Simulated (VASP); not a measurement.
Wanted: the native input for a VASP 6.6.1 run.

- Task: single point
- Functional: PBE
- Potentials or basis: VASP PAW PBE potentials, release 64 (Hf_pv, Ti_sv, N)
- Cutoff: 520 eV
- k mesh: 12 × 12 × 6
- Occupations: gaussian, width 0.1 eV
- Spin: no spin polarisation
- Dipole correction: no
- Further INCAR settings: ALGO = Normal; EDIFF = 1e-07; NBANDS = 32

The structure of Hf2TiN3 lies in POSCAR:

```
Hf2TiN3
1.0
    3.0981305176      0.0000000000      0.0000000000
   -1.5490652588      2.6830597325      0.0000000000
    0.0000000000      0.0000000000      7.5231937988
Hf Ti N
2 1 3
Direct
    0.3333333333      0.6666666667      0.6755221701
    0.6666666667      0.3333333333      0.3244778299
    0.0000000000      0.0000000000      0.0000000000
    0.6666666667      0.3333333333      0.8444727753
    0.0000000000      0.0000000000      0.5000000000
    0.3333333333      0.6666666667      0.1555272247
```

This cell differs from its parent crystal: volume scaled by 0.94, then relaxed in part.

The input as run:

INCAR

```
ALGO = Normal
EDIFF = 1E-7
ENCUT = 520
GGA = PE
ISIF = 2
ISMEAR = 0
LASPH = True
LCHARG = False
LREAL = False
LWAVE = False
NBANDS = 32
NELM = 100
PREC = Accurate
SIGMA = 0.1
```

KPOINTS

```
k-points
0
Gamma
  12 12 6
```

Potentials or basis: VASP PAW PBE potentials, release 64 (Hf_pv, Ti_sv, N).

Run with:

```bash
$ cat potpaw_PBE.64/Hf_pv/POTCAR potpaw_PBE.64/Ti_sv/POTCAR potpaw_PBE.64/N/POTCAR > POTCAR
$ mpirun -np 1 vasp_std > vasp.out
```

It gave:

```yaml
Pressure: 16.6 GPa
Largest_force: 0.143 eV/Å
```

It took 3 min on 1 thread of Intel(R) Xeon(R) 6975P-C (Granite Rapids), on a shared host, peak memory 0.3 GiB.
